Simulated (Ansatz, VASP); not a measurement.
**Two plane-wave programs on ZrS**

Contents of POSCAR:

```
ZrS
1.0
    0.0000000000      2.6250000000      2.6250000000
    2.6250000000      0.0000000000      2.6250000000
    2.6250000000      2.6250000000      0.0000000000
Zr S
1 1
Direct
   -0.0238095238     -0.0238095238      0.0238095238
    0.5000000000      0.5000000000      0.5000000000
```

File INCAR.step1:

```
SYSTEM = ZrS
PREC = Accurate
ENCUT = 550
ISMEAR = 0
SIGMA = 0.15
LREAL = .FALSE.
LASPH = .TRUE.
NELM = 120
NBANDS = 16
GGA = PE
ALGO = Normal
EDIFF = 1E-5
LWAVE = .TRUE.
LCHARG = .FALSE.
GGA_COMPAT = .FALSE.
```

Contents of INCAR.step2:

```
SYSTEM = ZrS
PREC = Accurate
ENCUT = 550
EDIFF = 1E-6
ISMEAR = 0
SIGMA = 0.15
LREAL = .FALSE.
LASPH = .TRUE.
NELM = 120
ALGO = Normal
ISIF = 2
LWAVE = .FALSE.
LCHARG = .TRUE.
METAGGA = R2SCAN
LMIXTAU = .TRUE.
LELF = .TRUE.
LVHAR = .TRUE.
NBANDS = 16
ISTART = 1
GGA_COMPAT = .FALSE.
```

The input KPOINTS:

```
regular mesh
0
G
  16 16 16
  0 0 0
```

Input for Ansatz:

```yaml
crystal:
  lattice:
    - [0.0, 2.625, 2.625]
    - [2.625, 0.0, 2.625]
    - [2.625, 2.625, 0.0]
  atoms:
    - { symbol: Zr, position: [-0.0238095238, -0.0238095238, 0.0238095238] }
    - { symbol: S, position: [0.5, 0.5, 0.5] }
basis:
  ecutwfc: 500
kpoints:
  mp_grid: { grid: [16, 16, 16] }
hamiltonian:
  xc: r2scan
scf:
  occupations: { method: gaussian, width: 0.15 }
output:
  forces: true
  stress: true
  eigenvalues: true
```

Change from the starting cell: all Zr atoms moved +0.125 Å, as atom 1 towards its neighbour atom 2 (S) at 2.625 Å.

Alike in both runs: task single point; functional r2SCAN; k mesh 16 × 16 × 16; occupations gaussian, width 0.15 eV; no spin polarisation.

|  | VASP | Ansatz |
| --- | --- | --- |
| version | VASP 6.6.1 | Ansatz 0.2.0 |
| potentials or method | VASP PAW PBE potentials, release 64 (Zr_sv, S), cutoff 550 eV | scalar-relativistic, plane waves, PAW |
| valence electrons in the cell | 18 | 18 |

Ansatz gave:

| Property | Result |
| --- | --- |
| gap on the k mesh at the Fermi level (eV) | none |
| pressure (GPa) | -1.1 |
| traceless stress, the component that is largest in VASP (GPa) | 2.30 |
| rms of the force components (eV/Å) | 0.379 |

Task: What did VASP give for the same quantities?

Result: gap on the k mesh at the Fermi level (eV): none; pressure (GPa): -1.1; traceless stress, the component that is largest in VASP (GPa): 2.32; rms of the force components (eV/Å): 0.379.

VASP's potentials were made for PBE, not for r2SCAN. Atom by atom the forces differ by 0.001 eV/Å (rms over components). A gap of «none» marks a metal or a gap that the smearing closes. The functional is the same, so the differences come from potentials, cutoffs and numerics.
